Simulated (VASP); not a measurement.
Write the native input for VASP 6.6.1 that does the following.

| Quantity | Value |
| --- | --- |
| Task | single point |
| Functional | r2SCAN |
| Potentials or basis | VASP PAW PBE potentials, release 64 (B, N) |
| Cutoff | 520 eV |
| k mesh | 12 × 12 × 12 |
| Occupations | gaussian, width 0.05 eV |
| Spin | no spin polarisation |
| Dipole correction | no |
| Further INCAR settings | ALGO = Normal; EDIFF = 1e-06; NBANDS = 11 |

BN:

```
B N
1.0
     0.00000    3.49532    2.16609
     1.25163    0.00000    2.16609
     1.25163    3.49532    0.00000
B N
1 1
Cartesian
  1.2516 3.4953 0.0002
  1.0395 3.2832 2.5881
```

This cell differs from its parent crystal: atom 2 (N) moved by (-0.300, -0.300) A along [1 1 0] and z.

The input as run:

POSCAR

```
BN
1.0
    0.0000000000      3.4953158300      2.1660912400
    1.2516321000      0.0000000000      2.1660912400
    1.2516321000      3.4953158300      0.0000000000
B N
1 1
Direct
    0.0000486500      0.0000486500      0.9999513500
    0.6517991587      0.5430052002      0.2875104646
```

INCAR.step1

```
SYSTEM = BN
  PREC = Accurate
  ENCUT = 520
  ISMEAR = 0
  SIGMA = 0.05
  LREAL = .False.
  LASPH = .True.
  NELM = 100
  NBANDS = 11
  GGA = PE
  ALGO = Normal
  EDIFF = 1E-4
  LWAVE = .True.
  LCHARG = .False.
```

INCAR.step2

```
SYSTEM = BN
  PREC = Accurate
  ENCUT = 520
  EDIFF = 1E-6
  ISMEAR = 0
  SIGMA = 0.05
  LREAL = .False.
  LASPH = .True.
  NELM = 100
  ALGO = Normal
  ISIF = 2
  LWAVE = .False.
  LCHARG = .True.
  METAGGA = R2SCAN
  LMIXTAU = .True.
  LELF = .True.
  LVHAR = .True.
  NBANDS = 11
  ISTART = 1
```

KPOINTS

```
regular mesh
0
Gamma
  12 12 12
  0 0 0
```

Potentials or basis: VASP PAW PBE potentials, release 64 (B, N).

Command:

```bash
$ cat potpaw_PBE.64/B/POTCAR potpaw_PBE.64/N/POTCAR > POTCAR
$ cp INCAR.step1 INCAR
$ mpirun -np 1 vasp_std > vasp.out
$ cp INCAR.step2 INCAR
$ mpirun -np 1 vasp_std > vasp.out
```

It gave:

| Quantity | Value |
| --- | --- |
| Pressure | 50.3 GPa |
| Largest force | 21.559 eV/Å |
| Band gap on the k mesh | 1.92 eV (least direct gap 2.77 eV) |

Caveat: the cell differs from its parent crystal (atom 2 (N) moved by (-0.300, -0.300) A along [1 1 0] and z); the stress differs along the axes, from -1 to 121 GPa; the PAW data sets were made with another functional, which shifts forces and pressure a little.

Run time: 5.1 min on 1 thread of Intel(R) Xeon(R) 6975P-C (Granite Rapids) (shared host), peak memory 0.29 GiB.
